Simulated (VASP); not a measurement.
Wanted: the native input for a VASP 6.6.1 run.

| Item | Value |
| --- | --- |
| Task | single point |
| Functional | PBEsol |
| Potentials or basis | VASP PAW PBE potentials, release 64 (F) |
| Cutoff | 520 eV |
| k mesh | 4 × 4 × 2 |
| Occupations | gaussian, width 0.05 eV |
| Spin | no spin polarisation |
| Dipole correction | no |
| Further INCAR settings | ALGO = Normal; EDIFF = 1e-07; NBANDS = 22 |

The structure of F lies in POSCAR:

```
F
1.0
    2.8913860008     -1.8004102170     -0.2230086319
    2.8913860008      1.8004102170     -0.2230086319
   -2.1326068000      0.0000000000      7.1929604099
F
4
Direct
    0.0848459664      0.0848459664      0.0940038325
    0.9151540336      0.9151540336      0.9059961675
    0.5015719855      0.5015719855      0.5937195244
    0.4984280145      0.4984280145      0.4062804756
```

The input as run:

INCAR

```
SYSTEM = F
PREC     = Accurate       ! precision mode
ENCUT    = 520            ! plane-wave cutoff, eV
EDIFF    = 1E-7           ! SCF threshold, eV
ISMEAR   = 0              ! smearing method
SIGMA    = 0.05           ! smearing width, eV
LREAL    = .FALSE.        ! projectors in reciprocal space
LASPH    = .TRUE.         ! aspherical terms in the spheres
NELM     = 60             ! most SCF steps
ALGO     = Normal         ! electronic algorithm
ISIF     = 2              ! what is computed and relaxed
LWAVE    = .FALSE.        ! write WAVECAR
LCHARG   = .FALSE.        ! write CHGCAR
GGA      = PS             ! functional
NBANDS   = 22             ! bands
```

KPOINTS

```
regular mesh
0
G
  4 4 2
  0 0 0
```

Potentials or basis: VASP PAW PBE potentials, release 64 (F).

The run is started by

```console
$ cat potpaw_PBE.64/F/POTCAR > POTCAR
$ mpirun -np 1 vasp_std > vasp.out
```

It gave:

```json
{"Pressure": "0.4 GPa", "Largest force": "0.435 eV/Å", "Band gap on the k mesh": "2.95 eV, indirect (least direct gap 3.02 eV)"}
```

Caveat: the k points lie up to 0.52 Å⁻¹ apart; the PAW data sets were made with another functional, which shifts forces and pressure a little.

It took 38 s on 1 thread of Intel Xeon 8259CL, on a shared host, peak memory 0.19 GiB.
